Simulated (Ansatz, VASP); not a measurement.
# Two plane-wave programs on CsI

```
CELL_PARAMETERS angstrom
4.71170 0.00000 0.00000
0.00000 4.71170 0.00000
0.00000 0.00000 4.71170
ATOMIC_POSITIONS crystal
Cs 0.00000 0.00000 0.00000
I 0.50000 0.50000 0.50000
```

Alike in both runs: task single point; functional PBE; k mesh 4 × 4 × 4; no spin polarisation.

|  | VASP | Ansatz |
| --- | --- | --- |
| version | VASP 6.6.1 | Ansatz 0.2.0 |
| potentials or method | VASP PAW PBE potentials, release 64 (Cs_sv, I) | plane waves, PAW |
| plane-wave cutoff (eV) | 500 | 420 |
| occupations | gaussian, width 0.01 eV | fixed |
| valence electrons in the cell | 16 | 26 |

```csv
,VASP,Ansatz,Ansatz less VASP
gap on the k mesh at the Fermi level (eV),3.59,3.60,+0.011
pressure (GPa),-0.2,-0.3,-0.02
```

VASP's potentials hold 16 valence electrons a cell and Ansatz's 26, so a difference there can come from the potentials and not from the codes.

Spin-orbit coupling is off throughout.
